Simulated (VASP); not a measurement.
**MgAl2H2: single point with r2SCAN**

The system is MgAl2H2.

```
Mg Al H
1.0
     3.43366    0.00000    0.00000
    -1.71683    2.97364    0.00000
     0.00000    0.00000    5.17506
Mg Al H
1 2 2
Direct
  0.00000 0.00000 0.00000
  0.33330 0.66670 0.78060
  0.66670 0.33330 0.21940
  0.35690 0.64310 0.58050
  0.64310 0.35690 0.41950
```

```yaml
Program: VASP 6.6.1
Task: single point
Functional: r2SCAN
Potentials_or_basis: VASP PAW PBE potentials, release 64 (Mg, Al, H)
Cutoff: 550 eV
k_mesh: 6 × 6 × 4, shifted
Occupations: fermi-dirac, width 0.1 eV
Spin: no spin polarisation
Dipole_correction: no
Further_INCAR_settings: ALGO = Normal; EDIFF = 1e-06; NBANDS = 13; ISYM = -1
```

```
Pressure               : 92.7 GPa
Largest force          : 23.272 eV/Å
Band gap on the k mesh : zero (bands 5 and 6 overlap by 3.86 eV)
```

Forces in eV/Å, atoms in the order of the input:
```
Mg    0.000   0.000   0.000
Al   -2.693   1.555  18.323
Al    2.693  -1.555 -18.323
H     2.471  -1.427 -23.096
H    -2.471   1.427  23.096
```

Stress tensor (GPa, compression positive):
```
 48.24  -0.29 -19.13
 -0.29  47.91  11.04
-19.13  11.04 182.00
```

Levels at points of the mesh, in eV from the Fermi level:
```csv
k point,band 3,band 4,band 5,band 6,band 7,band 8
"(0.08, 0.08, 0.12)",-4.74,-0.44,1.87,1.93,4.79,6.03
```

Run time: 4.4 min on 1 thread of Intel(R) Xeon(R) Platinum 8259CL CPU @ 2.50GHz (Skylake/Cascade Lake) (shared host), peak memory 0.21 GiB.

Caveat: atoms lie so close that the PAW spheres overlap strongly, which falsifies energies and pressures; the stress differs along the axes, from 48 to 182 GPa; the PAW data sets were made with another functional, which shifts forces and pressure a little.
